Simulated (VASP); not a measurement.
Set up this calculation in VASP 6.6.1, as the native input.

* Task: relaxation of cell and atoms
* Functional: PBE
* Potentials or basis: VASP PAW PBE potentials, release 64 (Si, Ni)
* Cutoff: 600 eV
* k mesh: 6 × 6 × 6
* Occupations: gaussian, width 0.2 eV
* Spin: collinear spin, ferromagnetic start
* Starting moments: [0.0, 1.0, 1.0, 1.0] μB
* Dipole correction: no
* Further INCAR settings: ALGO = Normal; EDIFF = 1e-06; IBRION = 2; EDIFFG = -0.01; NSW = 80; ISIF = 3

The structure of SiNi3 lies in POSCAR:

```
SiNi3
1.0
    3.5420000000      0.0000000000      0.0000000000
    0.0000000000      3.5420000000      0.0000000000
    0.0000000000      0.0000000000      3.5420000000
Si Ni
1 3
Direct
    0.0000000000      0.0000000000      0.0000000000
    0.0000000000      0.5000000000      0.5000000000
    0.5000000000      0.0000000000      0.5000000000
    0.5000000000      0.5000000000      0.0000000000
```

These files were run (other wordings do the same):

INCAR

```
ALGO = Normal ; EDIFF = 1E-6
EDIFFG = -0.01 ; ENCUT = 600
GGA = PE ; IBRION = 2
ISIF = 3 ; ISMEAR = 0
ISPIN = 2 ; LASPH = T
LCHARG = F ; LMAXMIX = 4
LORBIT = 11 ; LREAL = F
LWAVE = F ; MAGMOM = 0 1 1 1
NELM = 150 ; NSW = 80
PREC = Accurate ; SIGMA = 0.2
```

KPOINTS

```
k-points
0
Gamma
  6 6 6
```

Potentials or basis: VASP PAW PBE potentials, release 64 (Si, Ni).

Run with:

```sh
$ cat potpaw_PBE.64/Si/POTCAR potpaw_PBE.64/Ni/POTCAR > POTCAR
$ mpirun -np 1 vasp_std > vasp.out
```

It gave:

- Relaxed volume: 10.78 Å³/atom
- Relaxed cell: a = 3.507 Å, b = 3.507 Å, c = 3.507 Å, α = 90.00°, β = 90.00°, γ = 90.00°
- Space group after relaxing (to 0.1 Å): Pm-3m (No. 221)
- Energy gained by relaxing: 6.3 meV/atom
- Ionic steps: 3
- Pressure after relaxing: 0.0 GPa
- Band gap on the k mesh: zero (filled and empty bands overlap)
- Net moment: 0.00 μB per cell
- Valence electrons inside the program's atomic spheres: Si 1.55; Ni 9.46

Caveat: the moments typed at the start vanished in this run.

It took 100 s on 1 thread of AMD EPYC 7R13 (shared host), peak memory 0.17 GiB.
